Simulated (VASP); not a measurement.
The system is LiGe2P3.

```
Li Ge P
1.0
     6.50768    0.00000    0.00000
    -3.25384    5.63582    0.00000
     0.00000    0.00000    3.40658
Li Ge P
1 2 3
Direct
  0.00000 0.00000 0.00000
  0.33333 0.66667 0.00000
  0.66667 0.33333 0.00000
  0.50000 0.00000 0.50000
  0.50000 0.50000 0.50000
  0.00000 0.50000 0.50000
```

| Item | Value |
| --- | --- |
| Program | VASP 6.6.1 |
| Task | relaxation of cell and atoms |
| Functional | PBE |
| Potentials or basis | VASP PAW PBE potentials, release 64 (Li_sv, Ge_d, P) |
| Cutoff | 600 eV |
| k mesh | 6 × 6 × 12 |
| Occupations | gaussian, width 0.1 eV |
| Spin | no spin polarisation |

At the start: pressure 0.2 GPa; volume 20.82 Å³/atom.

Problem. Where does the relaxation end?

Solution. Over 5 steps the energy falls by 2.6 meV/atom and the volume is 20.78 Å³/atom (-0.2 %); space group P6/mmm (No. 191, to 0.1 Å) before and after.

Step by step:
| step | energy change (eV) | largest force (eV/Å) | pressure (GPa) | volume (Å³) |
| --- | --- | --- | --- | --- |
| 1 | 0.0000 | 0.0000 | 0.17 | 124.94 |
| 2 | -0.0132 | 0.0000 | -0.17 | 125.34 |
| 3 | -0.0149 | 0.0000 | -0.32 | 125.52 |
| 4 | -0.0149 | 0.0000 | -0.35 | 125.54 |
| 5 | -0.0158 | 0.0000 | -0.03 | 124.67 |

Final structure:
```yaml
crystal:
  lattice:
    - [6.44917, 0.00000, 0.00000]
    - [-3.22458, 5.58514, 0.00000]
    - [0.00000, 0.00000, 3.46109]
  atoms:
    - { symbol: Li, position: [0.00000, 0.00000, 0.00000] }
    - { symbol: Ge, position: [0.33333, 0.66667, 0.00000] }
    - { symbol: Ge, position: [0.66667, 0.33333, 0.00000] }
    - { symbol: P, position: [0.50000, 0.00000, 0.50000] }
    - { symbol: P, position: [0.50000, 0.50000, 0.50000] }
    - { symbol: P, position: [0.00000, 0.50000, 0.50000] }
```

Caveat: the cutoff is under 1.25 times the usual one of these potentials, so pressure, stress and relaxed cells hold a basis-set (Pulay) error.
